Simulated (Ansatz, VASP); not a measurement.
## SrO: VASP beside Ansatz

```
Sr O
1.0
     0.00000    2.59751    2.59751
     2.64946    0.00000    2.59751
     2.64946    2.59751    0.00000
Sr O
1 1
Direct
  0.50000 0.50000 0.50000
  0.00000 0.00000 0.00000
```

Change from the starting cell: strain e1 = +0.02, atoms carried along.

Alike in both runs: task single point; functional PBE; k mesh 12 × 12 × 12; occupations gaussian, width 0.05 eV; no spin polarisation.

```csv
,VASP,Ansatz
version,VASP 6.6.1,Ansatz 0.2.0
potentials or method,"VASP PAW PBE potentials, release 64 (Sr_sv, O), cutoff 520 eV","scalar-relativistic, plane waves, PAW"
valence electrons in the cell,16,16
```

Ansatz gave:

| Property | Result |
| --- | --- |
| gap on the k mesh at the Fermi level (eV) | 3.29 |
| least direct gap on the mesh (eV) | 3.40 |
| pressure (GPa) | -1.5 |
| traceless stress, the component that is largest in VASP (GPa) | -1.28 |

Q: Estimate VASP's values.

A: gap on the k mesh at the Fermi level (eV): 3.25; least direct gap on the mesh (eV): 3.36; pressure (GPa): -1.1; traceless stress, the component that is largest in VASP (GPa): -1.35.
